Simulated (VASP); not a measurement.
Input of a VASP 6.6.1 run:

INCAR

```
SYSTEM = MgO
PREC = Accurate
ENCUT = 520
EDIFF = 1E-6
ISMEAR = -1
SIGMA = 0.05
LREAL = .False.
LASPH = .True.
NELM = 80
ALGO = Normal
ISIF = 2
LWAVE = .False.
LCHARG = .True.
LELF = .True.
LVHAR = .True.
NBANDS = 16
```

File KPOINTS:

```
Automatic mesh
0
Gamma
  9 9 6
  0 0 0
```

POSCAR

```
MgO
1.0
    3.2855864049      0.0000000000      0.0000000000
   -1.6427932025      2.8454012930      0.0000000000
    0.0000000000      0.0000000000      4.9494385035
Mg O
2 2
Direct
    0.6666666667      0.3333333333      0.5021597400
    0.3333333333      0.6666666667      0.0021597400
    0.6666666667      0.3333333333      0.9024402600
    0.3333333333      0.6666666667      0.4024402600
```

Potentials or basis: VASP PAW LDA potentials, release 64 (Mg, O).

Launch:

```sh
$ cat potpaw_LDA.64/Mg/POTCAR potpaw_LDA.64/O/POTCAR > POTCAR
$ mpirun -np 1 vasp_std > vasp.out
```

Task: What does it give for the band gap on the k mesh?

Result: 3.47 eV, direct.

Task: Predict the largest force.

Result: 0.027 eV/Å.

Task: What does it give for the pressure?

Result: -3.0 GPa.

Forces in eV/Å, atoms in the order of the input:
```
Mg   0.000  0.000  0.027
Mg   0.000  0.000  0.027
O    0.000  0.000 -0.027
O    0.000  0.000 -0.027
```

A k mesh can miss the band edges. A hybrid or GW would open this gap; LDA tends to underestimate it.
